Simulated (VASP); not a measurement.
# WS2 in VASP: single point with PBEsol

Aim: the single point of WS2 with PBEsol.

All numbers are computed with VASP 6.6.1; they aren't measurements. Logs are shortened: lines on timing, memory, paths and dates and some standing lists are left out, and cuts for length are marked.

## (1) The cell of the first run

The cell holds a slab with vacuum, 12 atoms: a = 17.243 Å, b = 3.146 Å, c = 10.601 Å, α = 90.00°, β = 99.35°, γ = 84.77°.

## (2) Single point, PBEsol (the distance across one plane changed)

Contents of INCAR:

```
PREC = Accurate
ENCUT = 520
EDIFF = 1E-7
ISMEAR = 0
SIGMA = 0.05
LREAL = F
LASPH = T
NELM = 80
ALGO = Normal
ISIF = 2
LWAVE = F
LCHARG = F
GGA = PS
NBANDS = 64
ISYM = 0
KPAR = 4
```

Contents of KPOINTS:

```
Automatic mesh
0
Gamma
  2 9 3
```

Contents of POSCAR:

```
WS2
1.0
   -1.5728881103     -2.7243221217     16.9534210371
    1.5728881103     -2.7243221217      0.0000000000
    9.1808119133      5.3005442295     -0.0475977259
W S
4 8
Direct
    0.0028011076      0.4985994462      0.9977022305
    0.0006350422     -0.0003175211      0.2261901865
    0.0013570640      0.4993214680      0.4833608679
    0.0020790858     -0.0010395429      0.7405315492
    0.9083851327      0.5458074336      0.2881450422
    0.9091071545      0.0454464227      0.5453157235
    0.9098291763      0.5450854118      0.8024864048
    0.9076631109      0.0461684445      0.0309743608
    0.0926442778      0.9536778611      0.0785117705
    0.0933662996      0.4533168502      0.3356824518
    0.0940883214      0.9529558393      0.5928531331
    0.0948103432      0.4525948284      0.8500238145
```

Potentials or basis: VASP PAW PBE potentials, release 64 (W_sv, S).

Started as:

```
cat potpaw_PBE.64/W_sv/POTCAR potpaw_PBE.64/S/POTCAR > POTCAR
mpirun -np 4 vasp_std > vasp.out
```

OUTCAR:

```text
PREC = Accurate
   ENCUT = 520
   EDIFF = 1E-7
   ISMEAR = 0
   LREAL = F
   LASPH = T
   NELM = 80
   ISIF = 2
   GGA = PS
   ISYM = 0

 ion  position               nearest neighbor table
   1  0.003  0.499  0.998-   9 2.27   9 2.27   8 2.34   8 2.34   7 2.40  12 2.40   2 2.89   2 2.89
                             4 3.15   4 3.15
   2  0.001  1.000  0.226-   8 2.40   9 2.40   5 2.40  10 2.40  10 2.40   5 2.40   1 2.89   1 2.89
                             3 3.15   3 3.15
   3  0.001  0.499  0.483-   6 2.40   5 2.40  11 2.40  11 2.40   6 2.40  10 2.40   4 3.15   4 3.15
                             2 3.15   2 3.15
   4  0.002  0.999  0.741-   7 2.40   6 2.40   7 2.40  12 2.40  12 2.40  11 2.40   3 3.15   1 3.15
                             1 3.15   3 3.15
   5  0.908  0.546  0.288-   3 2.40   2 2.40   2 2.40
   6  0.909  0.045  0.545-   3 2.40   4 2.40   3 2.40
   7  0.910  0.545  0.802-   4 2.40   1 2.40   4 2.40
   8  0.908  0.046  0.031-   1 2.34   1 2.34   2 2.40
   9  0.093  0.954  0.079-   1 2.27   1 2.27   2 2.40
  10  0.093  0.453  0.336-   2 2.40   2 2.40   3 2.40
  11  0.094  0.953  0.593-   3 2.40   3 2.40   4 2.40
  12  0.095  0.453  0.850-   1 2.40   4 2.40   4 2.40

IMPORTANT INFORMATION: All symmetrisations will be switched off!
NOSYMM: (Re-)initialisation of all symmetry stuff for point group C_1.

----------------------------------------------------------------------------------------

                                     Primitive cell

  volume of cell :     564.9658

  direct lattice vectors                    reciprocal lattice vectors
    -1.572888110 -2.724322122 16.953421037     0.000229521  0.000132514  0.059027734
     1.572888110 -2.724322122  0.000000000     0.158828522 -0.275364099 -0.029513867
     9.180811913  5.300544229 -0.047597726     0.081751105  0.047199022  0.015169250

  length of vectors
    17.242806990  3.145776221 10.601195313     0.059028329  0.319253747  0.095609084

  position of ions in fractional coordinates (direct lattice)
     0.002801108  0.498599446  0.997702231
     0.000635042  0.999682479  0.226190186
     0.001357064  0.499321468  0.483360868
     0.002079086  0.998960457  0.740531549
     0.908385133  0.545807434  0.288145042
     0.909107154  0.045446423  0.545315724
     0.909829176  0.545085412  0.802486405
     0.907663111  0.046168444  0.030974361
     0.092644278  0.953677861  0.078511771
     0.093366300  0.453316850  0.335682452
     0.094088321  0.952955839  0.592853133
     0.094810343  0.452594828  0.850023814

  ion indices of the primitive-cell ions
   primitive index   ion index
                 1           1
                 2           2
                 3           3
                 4           4
                 5           5
                 6           6
                 7           7
                 8           8
                 9           9
                10          10
                11          11
                12          12

----------------------------------------------------------------------------------------

 KPOINTS: Automatic mesh

Automatic generation of k-mesh.
 Grid dimensions read from file:
 generate k-points for:    2    9    3

 Generating k-lattice:

  Cartesian coordinates                     Fractional coordinates (reciprocal lattice)
     0.000114761  0.000066257  0.029513867     0.500000000  0.000000000  0.000000000
     0.017647614 -0.030596011 -0.003279319    -0.000000000  0.111111111  0.000000000
     0.027250368  0.015733007  0.005056417     0.000000000 -0.000000000  0.333333333

  Length of vectors
     0.029514164  0.035472639  0.031869695

  Shift w.r.t. Gamma in fractional coordinates (k-lattice)
     0.000000000  0.000000000  0.000000000

 -----------------------------------------------------------------------------
|                                                                             |
|           W    W    AA    RRRRR   N    N  II  N    N   GGGG   !!!           |
|           W    W   A  A   R    R  NN   N  II  NN   N  G    G  !!!           |
|           W    W  A    A  R    R  N N  N  II  N N  N  G       !!!           |
|           W WW W  AAAAAA  RRRRR   N  N N  II  N  N N  G  GGG   !            |
|           WW  WW  A    A  R   R   N   NN  II  N   NN  G    G                |
|           W    W  A    A  R    R  N    N  II  N    N   GGGG   !!!           |
|                                                                             |
|     Your reciprocal lattice and k-lattice belong to different lattice       |
|     classes:                                                                |
|                                                                             |
|        The reciprocal lattice is base-centered monoclinic,                  |
|        whereas your k-lattice is triclinic.                                 |
|                                                                             |
|     Results are often still useful ...                                      |
|                                                                             |
 -----------------------------------------------------------------------------

 WARNING: IBZKPT: internal override: KBLOWUP is changed to .FALSE.
      ... skipping the blow-up phase ...

 Subroutine IBZKPT returns following result:
 ===========================================

 Found     28 irreducible k-points:

 Following reciprocal coordinates:
            Coordinates               Weight
  0.000000  0.000000  0.000000      1.000000
  0.500000 -0.000000  0.000000      1.000000
 -0.000000  0.111111  0.000000      2.000000
  0.500000  0.111111  0.000000      2.000000
  0.000000  0.222222  0.000000      2.000000
  0.500000  0.222222 -0.000000      2.000000
[... 16 lines left out ...]
  0.000000 -0.333333  0.333333      2.000000
  0.500000 -0.333333  0.333333      2.000000
 [... further k-points ...]
   k-points           NKPTS =     28   k-points in BZ     NKDIM =     28   number of bands    NBANDS=     64
   number of dos      NEDOS =    301   number of ions     NIONS =     12
   total plane-waves  NPLWV = 245760
   dimension x,y,z NGX =   128 NGY =   24 NGZ =   80
   dimension x,y,z NGXF=   256 NGYF=   48 NGZF=  160
   ions per type =               4   8
   NGX,Y,Z   is equivalent  to a cutoff of  12.34, 12.68, 12.55 a.u.
   NGXF,Y,Z  is equivalent  to a cutoff of  24.68, 25.37, 25.09 a.u.
 SYSTEM =  unknown system
   PREC   = accura    normal or accurate (medium, high low for compatibility)
   ISTART =      0    job   : 0-new  1-cont  2-samecut
   ICHARG =      2    charge: 1-file 2-atom 10-const
   ISPIN  =      1    spin polarized calculation?
   LNONCOLLINEAR =      F non collinear calculations
   LSORBIT =      F    spin-orbit coupling
   LASPH  =      T    aspherical Exc in radial PAW
   ENCUT  =  520.0 eV  38.22 Ry    6.18 a.u.  32.06  5.85 19.71*2*pi/ulx,y,z
   NELM   =     80;   NELMIN=  2; NELMDL= -5     # of ELM steps
   EDIFF  = 0.1E-06   stopping-criterion for ELM
   LREAL  =      F    real-space projection
   EDIFFG = 0.1E-05   stopping-criterion for IOM
   NSW    =      0    number of steps for IOM
   IBRION =     -1    ionic relax: 0-MD 1-quasi-New 2-CG
   NFREE  =      0    steps in history (QN), initial steepest desc. (CG)
   ISIF   =      2    stress and relaxation
   ISYM   =      0    0-nonsym 1-usesym 2-fastsym
   POTIM  = 0.5000    time-step for ionic-motion
   TEBEG  =    0.0;   TEEND  =   0.0 temperature during run
   PSTRESS=    0.0 pullay stress
   NELECT =     104.0000    total number of electrons
   NUPDOWN=      -1.0000    fix difference up-down
   EMIN   =  10.00;   EMAX   =-10.00  energy-range for DOS
   EFERMI =   0.00;   METHOD = LEGACY
   ISMEAR =     0;   SIGMA  =   0.05  broadening in eV -4-tet -1-fermi 0-gaus
   EFERMI_NEDOS =   21; number of points for ismear=-14 and -15
   IALGO  =     38    algorithm
   IMIX   =      4    mixing-type and parameters
     AMIX     =   0.40;   BMIX     =  1.00
     AMIX_MAG =   1.60;   BMIX_MAG =  1.00
  volume/ion in A,a.u.               =      47.08       317.71
  Fermi-wavevector in a.u.,A,eV,Ry     =   0.931276  1.759857 11.800000  0.867276
  Thomas-Fermi vector in A             =   2.057753
   LORBIT       =      0    0 simple, 1 ext, 2 COOP (PROOUT), +10 PAW based schemes
   GGA     = PS    functional components
   LHFCALC =     F    Hartree Fock is set to
   AEXX    =    0.0000 exact exchange contribution
   IVDW    =     0    specifies the selected vdW correction
   LEPSILON=     F    determine dielectric tensor
   LRPA    =     F    only Hartree local field effects (RPA)
 non-spin polarized calculation
 Gauss-broadening in eV      SIGMA  =   0.05
  energy-cutoff  :      520.00
  volume of cell :      564.97
 maximum number of plane-waves:     15259
   NGX = 63   NGY = 11   NGZ = 39

 number of electron     104.0000009 magnetization

 Free energy of the ion-electron system (eV)
  ---------------------------------------------------
  ext. energy  EPLUGINS =         0.00000000
  ---------------------------------------------------
  free energy    TOTEN  =      -100.10516864 eV

  energy without entropy =     -100.10516864  energy(sigma->0) =     -100.10516864

 E-fermi :  -0.6457     XC(G=0):  -4.6555

 val. band max:       -0.9027233968   @ k =   0.5000   0.3333  -0.0000
 cond. band min:       0.8278986411   @ k =  -0.0000   0.3333   0.0000
 fundamental gap:      1.7306220379
 Fermi energy:        -0.6456596384

 k-point     1 :       0.0000    0.0000    0.0000
  band No.  band energies     occupation
      1     -74.9027      2.00000
      2     -74.8516      2.00000
      3     -74.7820      2.00000
      4     -74.7385      2.00000
      5     -39.3509      2.00000
      6     -39.1875      2.00000
[... 56 lines left out ...]
     63       2.4544      0.00000
     64       2.5896      0.00000

 k-point     2 :       0.5000   -0.0000    0.0000
  band No.  band energies     occupation
      1     -74.9027      2.00000
      2     -74.8516      2.00000
      3     -74.7820      2.00000
      4     -74.7385      2.00000
      5     -39.3509      2.00000
      6     -39.1875      2.00000
[... 56 lines left out ...]
     63       2.4544      0.00000
     64       2.5896      0.00000

 k-point     3 :      -0.0000    0.1111    0.0000
  band No.  band energies     occupation
      1     -74.9015      2.00000
      2     -74.8504      2.00000
      3     -74.7802      2.00000
      4     -74.7379      2.00000
      5     -39.3359      2.00000
      6     -39.2015      2.00000
[... 1396 lines left out ...]
     63       3.0421      0.00000
     64       3.1685      0.00000

 k-point    24 :       0.5000   -0.3333    0.3333
  band No.  band energies     occupation
      1     -74.8947      2.00000
      2     -74.8442      2.00000
      3     -74.7699      2.00000
      4     -74.7352      2.00000
      5     -39.3772      2.00000
      6     -39.2858      2.00000
[... 56 lines left out ...]
     63       3.0421      0.00000
     64       3.1685      0.00000

 [... further k-points ...]

------------------------ aborting loop because EDIFF is reached ----------------------------------------

  FORCE on cell =-STRESS in cart. coord.  units (eV):
  Direction    XX          YY          ZZ          XY          YZ          ZX
  --------------------------------------------------------------------------------------
  -------------------------------------------------------------------------------------
  Total        9.5309233      7.7320678      5.2576511      1.5583397      0.4402663      0.7632699
  in kB       27.0285894     21.9272447     14.9100868      4.4192700      1.2485441      2.1645446
  external PRESSURE =      21.2886403 kB  Pullay stress =       0.0000000 kB

 VOLUME and BASIS-vectors are now :
 -----------------------------------------------------------------------------
  energy-cutoff  :      520.00
  volume of cell :      564.97
      direct lattice vectors                 reciprocal lattice vectors
    -1.572888110 -2.724322122 16.953421037     0.000229521  0.000132514  0.059027734
     1.572888110 -2.724322122  0.000000000     0.158828522 -0.275364099 -0.029513867
     9.180811913  5.300544229 -0.047597726     0.081751105  0.047199022  0.015169250

 POSITION                                       TOTAL-FORCE (eV/Angst)
 -----------------------------------------------------------------------------------
      9.93955      3.92239     -0.00000        -3.993643     -2.306025     -1.466811
      3.64800     -1.52626     -0.00000         1.101502      0.636149     -0.005576
      5.22089      1.19807     -0.00000         0.101186      0.058558      0.011510
      8.36666      1.19807     -0.00000        -0.457189     -0.264024     -0.051926
      2.07511     -2.43436     15.38652         0.114361      0.066154     -0.073314
      3.64800      0.28996     15.38652        -0.013742     -0.007772     -0.017897
      6.79378      0.28996     15.38652        -0.421476     -0.243130      0.133449
     -1.07066     -2.43436     15.38652         1.621016      0.935990     -1.023814
      2.07511     -2.43436      1.56690         2.173142      1.254546      2.411202
      3.64800      0.28996      1.56690         0.157053      0.090512      0.096526
      6.79378      0.28996      1.56690        -0.009836     -0.005856      0.024031
      8.36666      3.01428      1.56690        -0.372373     -0.215103     -0.037380
 -----------------------------------------------------------------------------------
    total drift:                                0.000166     -0.000082      0.000219

  FREE ENERGIE OF THE ION-ELECTRON SYSTEM (eV)
  ---------------------------------------------------
  free  energy   TOTEN  =      -100.1051686376 eV

  energy  without entropy=     -100.1051686376  energy(sigma->0) =     -100.10516864
```

Run time: 15 min. Hardware: 4 MPI ranks of Intel Xeon Platinum 8488C (Sapphire Rapids), shared host; peak memory 1 GiB.

What came out:

| Property | Result |
| --- | --- |
| Free energy | -100.1052 eV |
| Largest force | 4.839 eV/Å |
| Band gap on the k mesh | 1.73 eV |

Forces in eV/Å, atoms in the order of the input:
```
W   -3.994 -2.306 -1.467
W    1.102  0.636 -0.006
W    0.101  0.059  0.012
W   -0.457 -0.264 -0.052
S    0.114  0.066 -0.073
S   -0.014 -0.008 -0.018
S   -0.421 -0.243  0.133
S    1.621  0.936 -1.024
S    2.173  1.255  2.411
S    0.157  0.091  0.097
S   -0.010 -0.006  0.024
S   -0.372 -0.215 -0.037
```

Caveat: the cell differs from its parent crystal (the distance across one plane changed); the PAW data sets were made with another functional, which shifts forces and pressure a little; spin-orbit coupling is left out, which moves the levels of the heavy elements.
